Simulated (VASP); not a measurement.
**B: single point with PBEsol**

B:

```
B
1.0
     0.93002   -2.92119    0.00000
     0.93002    2.92119    0.00000
     0.00000    0.00000    4.84175
B
4
Direct
  0.63013 0.36987 0.58383
  0.86987 0.13013 0.08383
  0.13013 0.86987 0.91617
  0.36987 0.63013 0.41617
```

| Item | Value |
| --- | --- |
| Program | VASP 6.6.1 |
| Task | single point |
| Functional | PBEsol |
| Potentials or basis | VASP PAW PBE potentials, release 64 (B) |
| Cutoff | 500 eV |
| k mesh | 10 × 10 × 4 |
| Occupations | gaussian, width 0.1 eV |
| Spin | no spin polarisation |

```yaml
Pressure: 0.2 GPa
Largest_force: 0.163 eV/Å
Band_gap_on_the_k_mesh: zero (bands 6 and 7 overlap by 1.77 eV)
```

Forces in eV/Å, atoms in the order of the input:
```
B    0.000  0.118 -0.112
B    0.000 -0.118 -0.112
B    0.000  0.118  0.112
B    0.000 -0.118  0.112
```

Stress tensor (GPa, compression positive):
```
-6.24  0.00  0.00
 0.00  3.86  0.00
 0.00  0.00  2.84
```

Levels at points of the mesh, in eV from the Fermi level:
| k point | band 3 | band 4 | band 5 | band 6 | band 7 | band 8 | band 9 | band 10 |
| --- | --- | --- | --- | --- | --- | --- | --- | --- |
| (0.00, 0.00, 0.00) | -11.76 | -5.53 | -2.22 | -2.04 | 2.12 | 4.75 | 5.15 | 6.90 |
| (0.50, 0.00, 0.00) | -5.45 | -5.45 | -1.11 | -1.11 | 1.38 | 1.38 | 3.97 | 3.97 |
| (0.50, 0.50, 0.00) | -9.70 | -8.48 | -8.17 | -7.49 | 8.21 | 8.97 | 9.35 | 9.89 |
| (0.00, 0.00, 0.50) | -6.38 | -6.38 | -4.25 | -4.25 | 3.24 | 3.24 | 9.33 | 9.33 |
| (0.50, 0.00, 0.50) | -6.04 | -6.04 | -1.20 | -1.20 | 3.36 | 3.36 | 4.15 | 4.15 |
| (0.50, 0.50, 0.50) | -11.34 | -11.34 | -4.90 | -4.90 | 3.34 | 3.34 | 13.48 | 13.48 |

Wall time 17 s on 1 thread of AMD EPYC 9R45 96-Core Processor (Zen 5), on a shared host, peak memory 0.12 GiB.

Caveat: the PAW data sets were made with another functional, which shifts forces and pressure a little.
